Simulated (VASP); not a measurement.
# TaN (P-6m2) in VASP: further runs, part 2 of 2

VASP 6.6.1. The steps go on from the part before.

### 4 Single point, B3LYP

POSCAR

```
TaN
1.0
    2.9380011100      0.0000000000      0.0000000000
   -1.4690005500      2.5443836000      0.0000000000
    0.0000000000      0.0000000000      2.8830022100
Ta N
1 1
Direct
    0.3333333333      0.6666666667      0.5000000000
    0.0000000000      0.0000000000      0.0000000000
```

INCAR.step1

```
SYSTEM = TaN
PREC = Accurate
ENCUT = 520
EDIFF = 1E-5
ISMEAR = -1
SIGMA = 0.05
LREAL = .FALSE.
LASPH = .TRUE.
NELM = 120
ALGO = Normal
ISIF = 2
LWAVE = .TRUE.
LCHARG = .FALSE.
NBANDS = 16
GGA = PE
GGA_COMPAT = .FALSE.
```

INCAR.step2

```
SYSTEM = TaN
PREC = Accurate
ENCUT = 520
EDIFF = 1E-6
ISMEAR = -1
SIGMA = 0.05
LREAL = .FALSE.
LASPH = .TRUE.
NELM = 120
ALGO = Normal
ISIF = 2
LWAVE = .FALSE.
LCHARG = .FALSE.
GGA = B3
LHFCALC = .TRUE.
AEXX = 0.2
AGGAX = 0.72
AGGAC = 0.81
ALDAC = 0.19
PRECFOCK = Normal
NBANDS = 16
ISTART = 1
GGA_COMPAT = .FALSE.
```

KPOINTS

```
Automatic mesh
0
G
  5 5 5
  0 0 0
```

Potentials or basis: VASP PAW PBE potentials, release 64 (Ta_sv_GW, N).

The run is started by

```
$ cat potpaw_PBE.64/Ta_sv_GW/POTCAR potpaw_PBE.64/N/POTCAR > POTCAR
$ cp INCAR.step1 INCAR
$ mpirun -np 1 vasp_std > vasp.out
$ cp INCAR.step2 INCAR
$ mpirun -np 1 vasp_std > vasp.out
```

OUTCAR:

```text
SYSTEM = TaN
   PREC = Accurate
   ENCUT = 520
   EDIFF = 1E-6
   ISMEAR = -1
   LREAL = .FALSE.
   LASPH = .TRUE.
   NELM = 120
   ISIF = 2
   GGA = B3
   LHFCALC = .TRUE.
   AEXX = 0.2
   PRECFOCK = Normal
   ISTART = 1

 ion  position               nearest neighbor table
   1  0.333  0.667  0.500-   2 2.23   2 2.23   2 2.23   2 2.23   2 2.23   2 2.23
   2  0.000  0.000  0.000-   1 2.23   1 2.23   1 2.23   1 2.23   1 2.23   1 2.23

  LATTYP: Found a hexagonal cell.
 ALAT       =     2.9380011100
 C/A-ratio  =     0.9812801636

  Lattice vectors:

 A1 = (   2.9380011100,   0.0000000000,   0.0000000000)
 A2 = (  -1.4690005500,   2.5443836000,   0.0000000000)
 A3 = (   0.0000000000,   0.0000000000,   2.8830022100)

Analysis of symmetry for initial positions (statically):
=====================================================================
 Subroutine PRICEL returns:
 Original cell was already a primitive cell.

 Routine SETGRP: Setting up the symmetry group for a
 hexagonal supercell.

 Subroutine GETGRP returns: Found 12 space group operations
 (whereof 12 operations were pure point group operations)
 out of a pool of 24 trial point group operations.

The static configuration has the point symmetry D_3h.

Analysis of symmetry for dynamics (positions and initial velocities):
=====================================================================
 Subroutine PRICEL returns:
 Original cell was already a primitive cell.

 Routine SETGRP: Setting up the symmetry group for a
 hexagonal supercell.

 Subroutine GETGRP returns: Found 12 space group operations
 (whereof 12 operations were pure point group operations)
[... 111 lines left out ...]
     AMIX     =   0.40;   BMIX     =  1.00
     AMIX_MAG =   1.60;   BMIX_MAG =  1.00
  volume/ion in A,a.u.               =      10.78        72.72
  Fermi-wavevector in a.u.,A,eV,Ry     =   1.541721  2.913430 32.339743  2.376904
  Thomas-Fermi vector in A             =   2.647627
   LORBIT       =      0    0 simple, 1 ext, 2 COOP (PROOUT), +10 PAW based schemes
   GGA     = B3    functional components
   LHFCALC =     T    Hartree Fock is set to
   PRECFOCK=normal    Normal, Fast or Accurate (Low or Medium for compatibility)
   ENCUT4O =  -1.0   cutoff for four orbital integrals eV
   NKREDX  =     1    reduce k-point grid by
   NKREDY  =     1    reduce k-point grid by
   NKREDZ  =     1    reduce k-point grid by
   AEXX    =    0.2000 exact exchange contribution
   HFSCREEN=    0.0000 screening length (either q_TF or 0.3 A-1)
   HFSCREENC=   0.0000 screening length for correlation (either q_TF or 0.3 A-1)
   ENCUTFOCK=  -1.0 apply spherical cutoff to Coloumb kernel
   IVDW    =     0    specifies the selected vdW correction
   LEPSILON=     F    determine dielectric tensor
   LRPA    =     F    only Hartree local field effects (RPA)
 non-spin polarized calculation
  energy-cutoff  :      520.00
  volume of cell :       21.55
 maximum number of plane-waves:       599
 NGX is ok and might be reduce to    24
  NGX = 18; NGY = 18; NGZ = 18

 number of electron      17.9999999 magnetization

 Free energy of the ion-electron system (eV)
  ---------------------------------------------------
  ext. energy  EPLUGINS =         0.00000000
  ---------------------------------------------------
  free energy    TOTEN  =       -27.53845977 eV

  energy without entropy =      -27.53624176  energy(sigma->0) =      -27.53735077

 E-fermi :  12.7994     XC(G=0): -10.8732

 val. band max:       12.7988072547   @ k =   0.0000   0.0000   0.4000
 cond. band min:      12.8000750017   @ k =   0.0000   0.0000   0.4000
 fundamental gap:      0.0012677470
 Fermi energy:        12.7994411283

 k-point     1 :       0.0000    0.0000    0.0000
  band No.  band energies     occupation
      1     -59.3316      2.00000
      2     -24.5531      2.00000
      3     -24.2953      2.00000
      4     -24.2953      2.00000
      5      -7.1131      2.00000
      6       7.1189      2.00000
[... 262 lines left out ...]
      3     -25.1445      2.00000
      4     -24.6886      2.00000
      5      -4.9752      2.00000
      6       3.8356      2.00000
[... 8 lines left out ...]
     15      25.6253      0.00000
     16      27.3564      0.00000

------------------------ aborting loop because EDIFF is reached ----------------------------------------

  FORCE on cell =-STRESS in cart. coord.  units (eV):
  Direction    XX          YY          ZZ          XY          YZ          ZX
  --------------------------------------------------------------------------------------
  -------------------------------------------------------------------------------------
  Total        0.7918574      0.7918574      0.8279195      0.0000000     -0.0000000      0.0000000
  in kB       58.8678332     58.8678333     61.5487401      0.0000001     -0.0000000      0.0000000
  external PRESSURE =      59.7614688 kB  Pullay stress =       0.0000000 kB

 VOLUME and BASIS-vectors are now :
 -----------------------------------------------------------------------------
  energy-cutoff  :      520.00
  volume of cell :       21.55
      direct lattice vectors                 reciprocal lattice vectors
     2.938001110  0.000000000  0.000000000     0.340367468  0.196511249  0.000000000
    -1.469000550  2.544383600  0.000000000     0.000000000  0.393022499  0.000000000
     0.000000000  0.000000000  2.883002210     0.000000000  0.000000000  0.346860643

 POSITION                                       TOTAL-FORCE (eV/Angst)
 -----------------------------------------------------------------------------------
      0.00000      1.69626      1.44150        -0.000000     -0.000000      0.000000
      0.00000      0.00000      0.00000         0.000000      0.000000      0.000000
 -----------------------------------------------------------------------------------
    total drift:                                0.000013      0.000019      0.000000

  FREE ENERGIE OF THE ION-ELECTRON SYSTEM (eV)
  ---------------------------------------------------
  free  energy   TOTEN  =       -27.5384597714 eV

  energy  without entropy=      -27.5362417647  energy(sigma->0) =      -27.53735077
```

It took 12 min on 1 thread of Intel Xeon Platinum 8259CL at 2.50GHz (Skylake/Cascade Lake), shared host; peak memory 0.16 GiB.

Results:

```yaml
Free_energy: -27.5385 eV
Pressure: 6.0 GPa
Band_gap_on_the_k_mesh: zero (filled and empty bands touch)
```

Levels at points of the mesh, in eV from the Fermi level:
```
           k point  band 6  band 7  band 8  band 9  band 10  band 11  band 12  band 13
(0.00, 0.00, 0.00)   -5.68   -5.68   -5.18   -3.92     2.96     4.20     4.20     4.72
```

Caveat: the k points lie up to 0.49 Å⁻¹ apart; the PAW data sets were made with another functional, which shifts forces and pressure a little; spin-orbit coupling is left out, which moves the levels of the heavy elements.

### 5 Relaxation of cell and atoms, LDA

INCAR

```
  PREC = Accurate
  ENCUT = 700
  EDIFF = 1E-7
  ISMEAR = -1
  SIGMA = 0.05
  LREAL = F
  LASPH = T
  NELM = 120
  ALGO = Normal
  ISIF = 3
  LWAVE = F
  LCHARG = F
  GGA = CA
  IBRION = 2
  NSW = 60
  EDIFFG = -0.01
  GGA_COMPAT = F
  NELMIN = 4
```

KPOINTS

```
Automatic mesh
0
Gamma
  10 10 9
```

POSCAR is that of step 4.

Potentials or basis: VASP PAW LDA potentials, release 64 (Ta_sv_GW, N).

The run is started by

```
$ cat potpaw_LDA.64/Ta_sv_GW/POTCAR potpaw_LDA.64/N/POTCAR > POTCAR
$ mpirun -np 1 vasp_std > vasp.out
```

Run time: 4 min. Hardware: 1 thread of AMD EPYC 7R43 (Zen 3), shared host; peak memory 0.14 GiB.

It converged, with:

```
Free energy                           : -27.2322 eV
Relaxed volume                        : 10.47 Å³/atom
Relaxed cell                          : a = 2.910 Å, b = 2.910 Å, c = 2.854 Å, α = 90.00°, β = 90.00°, γ = 120.00°
Space group after relaxing (to 0.1 Å) : P-6m2 (No. 187)
Energy gained by relaxing             : 10.6 meV/atom
Ionic steps                           : 7
Pressure after relaxing               : -0.1 GPa
Band gap on the k mesh                : zero (bands 9 and 10 overlap by 0.29 eV)
```

Stress tensor (GPa, compression positive):
```
-0.14  0.00  0.00
 0.00 -0.14  0.00
 0.00  0.00 -0.03
```

Step by step:
```tsv
step	energy change (eV)	largest force (eV/Å)	pressure (GPa)	volume (Å³)
1	0.0000	0.0000	-10.57	21.55
2	0.1318	0.0000	34.19	19.41
3	-0.0211	0.0000	-0.36	20.95
4	-0.0211	0.0000	-0.05	20.93
5	-0.0211	0.0000	0.18	20.92
6	-0.0211	0.0000	-0.43	20.95
7	-0.0212	0.0000	-0.10	20.93
```

Final structure:
```xyz
2
Lattice="2.9101 0.0000 0.0000 -1.4551 2.5202 0.0000 0.0000 0.0000 2.8542" Properties=species:S:1:pos:R:3 pbc="T T T"
Ta    0.0000    1.6802    1.4271
N     0.0000    0.0000    0.0000
```

Levels at points of the mesh, in eV from the Fermi level:
```
           k point  band 6  band 7  band 8  band 9  band 10  band 11  band 12  band 13
(0.00, 0.00, 0.00)   -4.71   -4.71   -4.36   -2.94     2.53     3.68     3.68     4.08
(0.50, 0.00, 0.00)   -8.42   -5.36   -3.62   -3.21     3.04     4.16     5.31     5.45
```

Caveat: spin-orbit coupling is left out, which moves the levels of the heavy elements.

### 6 Overview

| task | level | potentials or basis | cell | k mesh | cutoff (eV) | grid for exact exchange (PRECFOCK) | share of exact exchange | gap on the mesh (eV) | pressure (GPa) | relaxed volume (Å³/atom) |
| --- | --- | --- | --- | --- | --- | --- | --- | --- | --- | --- |
| relaxation of cell and atoms | LDA | VASP PAW LDA potentials, release 64 (Ta_sv_GW, N) | relaxed from a = 2.938, b = 2.938, c = 2.883 Å, angles 90.0, 90.0, 120.0°, 2 atoms | 7 × 7 × 7 | 700 | - | - | none | -0.1 | 10.47 |
| single point | r2SCAN | VASP PAW PBE potentials, release 64 (Ta_sv_GW, N) | a = 2.936, b = 2.936, c = 2.884 Å, angles 90.0, 90.0, 120.0°, 2 atoms | 10 × 10 × 9 | 770 | - | - | none | 0.0 | - |
| single point | B3LYP | VASP PAW PBE potentials, release 64 (Ta_sv_GW, N) | a = 2.938, b = 2.938, c = 2.883 Å, angles 90.0, 90.0, 120.0°, 2 atoms | 5 × 5 × 5 | 520 | Normal | 0.2 | none | 6.0 | - |
| relaxation of cell and atoms | LDA | VASP PAW LDA potentials, release 64 (Ta_sv_GW, N) | relaxed from a = 2.938, b = 2.938, c = 2.883 Å, angles 90.0, 90.0, 120.0°, 2 atoms | 10 × 10 × 9 | 700 | - | - | none | -0.1 | 10.47 |

Alike in all rows: no spin polarisation; smearing fermi-dirac 0.05 eV.

Caveats: some runs use coarse meshes; spin-orbit coupling is left out, which moves the levels of the heavy elements; the PAW data sets were made with another functional, which shifts forces and pressure a little (at least some runs).

Absolute energies hang on the potentials; compare differences alone.

The gap in the log of VASP goes by the Fermi energy; the results here count the filled bands.